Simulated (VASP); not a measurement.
Here is a VASP 6.6.1 calculation.

File INCAR:

```
PREC     = Accurate       # precision mode
ENCUT    = 520            # plane-wave cutoff, eV
EDIFF    = 1E-7           # SCF threshold, eV
ISMEAR   = 0              # smearing method
SIGMA    = 0.05           # smearing width, eV
LREAL    = False          # projectors in reciprocal space
LASPH    = True           # aspherical terms in the spheres
NELM     = 80             # most SCF steps
ALGO     = Normal         # electronic algorithm
ISIF     = 2              # what is computed and relaxed
LWAVE    = False          # write WAVECAR
LCHARG   = False          # write CHGCAR
GGA      = PE             # functional
NBANDS   = 20             # bands
```

The input KPOINTS:

```
regular mesh
0
Gamma
  12 12 8
```

POSCAR

```
SnSe2
1.0
    3.8110000000      0.0000000000      0.0000000000
   -1.9055000000      3.3004228100      0.0000000000
    0.0000000000      0.0000000000      6.1360000000
Sn Se
1 2
Direct
    0.0000000000      0.0000000000      0.0000000000
    0.3333333300      0.6666666700      0.2490000000
    0.6666666700      0.3333333300      0.7510000000
```

Potentials or basis: VASP PAW PBE potentials, release 64 (Sn_d, Se).

Command:

```sh
$ cat potpaw_PBE.64/Sn_d/POTCAR potpaw_PBE.64/Se/POTCAR > POTCAR
$ mpirun -np 1 vasp_std > vasp.out
```

(1) What does it give for the pressure?

(2) Predict the largest force.

(3) Predict the band gap on the k mesh.

Answers

(1) 5.6 GPa.

(2) 0.806 eV/Å.

(3) 0.74 eV (least direct gap 1.09 eV).

Caveat: the cell stands under pressure; spin-orbit coupling is left out, which moves the levels of the heavy elements; this functional lacks dispersion, which binds the layers, so the pressure and a relaxed spacing across them are unreliable.
